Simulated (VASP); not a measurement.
Here is a VASP 6.6.1 calculation.

Contents of INCAR:

```
SYSTEM = Mg
  PREC = Accurate
  ENCUT = 520
  EDIFF = 1E-6
  ISMEAR = 0
  SIGMA = 0.02
  LREAL = .False.
  LASPH = .True.
  NELM = 80
  ALGO = Fast
  ISIF = 2
  LWAVE = .False.
  LCHARG = .False.
  GGA = CA
  NBANDS = 7
```

File KPOINTS:

```
Automatic mesh
0
Gamma
  11 11 11
  0 0 0
```

POSCAR

```
Mg
1.0
   -1.7727644967      1.7727644967      1.7727644967
    1.7727644967     -1.7727644967      1.7727644967
    1.7727644967      1.7727644967     -1.7727644967
Mg
1
Direct
    0.0000000000      0.0000000000      0.0000000000
```

Potentials or basis: VASP PAW LDA potentials, release 64 (Mg).

Command:

```sh
$ cat potpaw_LDA.64/Mg/POTCAR > POTCAR
$ mpirun -np 1 vasp_std > vasp.out
```

**Question.** Estimate the pressure.

**Answer.** -1.6 GPa.

**Question.** What does it give for the band gap on the k mesh?

**Answer.** Zero (bands 1 and 2 overlap by 3.08 eV).
